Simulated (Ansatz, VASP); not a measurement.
# SnPb2Se3: VASP beside Ansatz

```
CELL_PARAMETERS angstrom
4.36081 0.00000 0.00000
-2.18040 3.77657 0.00000
0.00000 0.00000 10.68836
ATOMIC_POSITIONS crystal
Sn 0.00000 0.00000 0.00000
Pb 0.33333 0.66667 0.66943
Pb 0.66667 0.33333 0.33057
Se 0.66667 0.33333 0.83994
Se 0.00000 0.00000 0.50000
Se 0.33333 0.66667 0.16006
```

Alike in both runs: functional PBE; k mesh 12 × 12 × 4; occupations gaussian, width 0.01 eV; no spin polarisation.

Ansatz relaxed the structure, and its values are those at the end. VASP's run is a single point on that final structure, the one shown.

|  | VASP | Ansatz |
| --- | --- | --- |
| version | VASP 6.6.1 | Ansatz 0.2.0 |
| potentials or method | VASP PAW PBE potentials, release 64 (Sn_d, Pb_d, Se), cutoff 520 eV | scalar-relativistic, plane waves, PAW |
| valence electrons in the cell | 60 | 90 |

```csv
,VASP,Ansatz,Ansatz less VASP
gap on the k mesh at the Fermi level (eV),0.12,0.12,-0.003
least direct gap on the mesh (eV),0.12,0.12,-0.003
pressure (GPa),0.0,0.0,+0.02
```

VASP's potentials hold 60 valence electrons a cell and Ansatz's 90, so a difference there can come from the potentials and not from the codes.

Spin-orbit coupling is off throughout.
